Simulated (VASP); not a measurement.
Set up this calculation in VASP 6.6.1, as the native input.

| Property | Result |
| --- | --- |
| Task | single point |
| Functional | BLYP |
| Potentials or basis | VASP PAW PBE potentials, release 64 (Hf_pv, O) |
| Cutoff | 520 eV |
| k mesh | 5 × 5 × 6 |
| Occupations | fermi-dirac, width 0.05 eV |
| Spin | no spin polarisation |
| Dipole correction | no |
| Further INCAR settings | ALGO = Normal; EDIFF = 1e-06; NBANDS = 56 |

The structure of HfO2 lies in POSCAR:

```
HfO2
1.0
    5.1827784246      0.0000000000      0.0000000000
    0.0000000000      5.3402296129      0.0000000000
    0.0000000000      0.0000000000      5.0420119470
Hf O
4 8
Direct
    0.2499615283      0.7801330111      0.2736085429
    0.7499615283      0.7198669889      0.7263914571
    0.7500384717      0.2198669889      0.2736085429
    0.2500384717      0.2801330111      0.7263914571
    0.2499301878      0.1280667501      0.0905180319
    0.7499301878      0.3719332499      0.9094819681
    0.7500698122      0.8719332499      0.0905180319
    0.2500698122      0.6280667501      0.9094819681
    0.0000000000      0.5000000000      0.4507266903
    0.5000000000      0.0000000000      0.5492733097
    0.0000000000      0.0000000000      0.5493387203
    0.5000000000      0.5000000000      0.4506612797
```

These files were run (other wordings do the same):

INCAR

```
PREC = Accurate
ENCUT = 520
EDIFF = 1E-6
ISMEAR = -1
SIGMA = 0.05
LREAL = F
LASPH = T
NELM = 80
ALGO = Normal
ISIF = 2
LWAVE = F
LCHARG = F
GGA = B5
ALDAX = 1.0
AGGAX = 1.0
AGGAC = 1.0
ALDAC = 0.0
NBANDS = 56
```

KPOINTS

```
regular mesh
0
Gamma
  5 5 6
```

Potentials or basis: VASP PAW PBE potentials, release 64 (Hf_pv, O).

The run is started by

```bash
$ cat potpaw_PBE.64/Hf_pv/POTCAR potpaw_PBE.64/O/POTCAR > POTCAR
$ mpirun -np 1 vasp_std > vasp.out
```

It gave:

```
Pressure               : -2.2 GPa
Largest force          : 0.068 eV/Å
Band gap on the k mesh : 3.84 eV (least direct gap 4.01 eV)
```

Caveat: the PAW data sets were made with another functional, which shifts forces and pressure a little; spin-orbit coupling is left out, which moves the levels of the heavy elements; an odd mesh through Γ misses points on the zone boundary, where band edges can lie.

It took 8.1 min on 1 thread of Intel Xeon 8259CL, on a shared host, peak memory 0.36 GiB.
